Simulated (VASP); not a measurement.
Input of a VASP 6.6.1 run:

The input INCAR:

```
SYSTEM = InP
PREC = Accurate ; ENCUT = 520
EDIFF = 1E-8 ; ISMEAR = -1
SIGMA = 0.08 ; LREAL = .FALSE.
LASPH = .TRUE. ; NELM = 100
ALGO = Normal ; ISIF = 2
LWAVE = .FALSE. ; LCHARG = .FALSE.
GGA = PE ; LEFG = .TRUE.
NBANDS = 16
```

Contents of KPOINTS:

```
Automatic mesh
0
G
  14 14 14
  0 0 0
```

POSCAR

```
InP
1.0
    0.0000000000      2.7705562810      2.7705562810
    2.7705562810      0.0000000000      2.7705562810
    2.7705562810      2.7705562810      0.0000000000
In P
1 1
Direct
    0.0000000000      0.0000000000      0.0000000000
    0.5000000000      0.5000000000      0.5000000000
```

Potentials or basis: VASP PAW PBE potentials, release 64 (In_d, P).

The run is started by

```console
$ cat potpaw_PBE.64/In_d/POTCAR potpaw_PBE.64/P/POTCAR > POTCAR
$ mpirun -np 1 vasp_std > vasp.out
```

(1) What does it give for the band gap on the k mesh?

(2) Estimate the pressure.

Answers

(1) zero (bands 9 and 10 overlap by 2.63 eV).

(2) 0.0 GPa.

Caveat: spin-orbit coupling is left out, which moves the levels of the heavy elements.
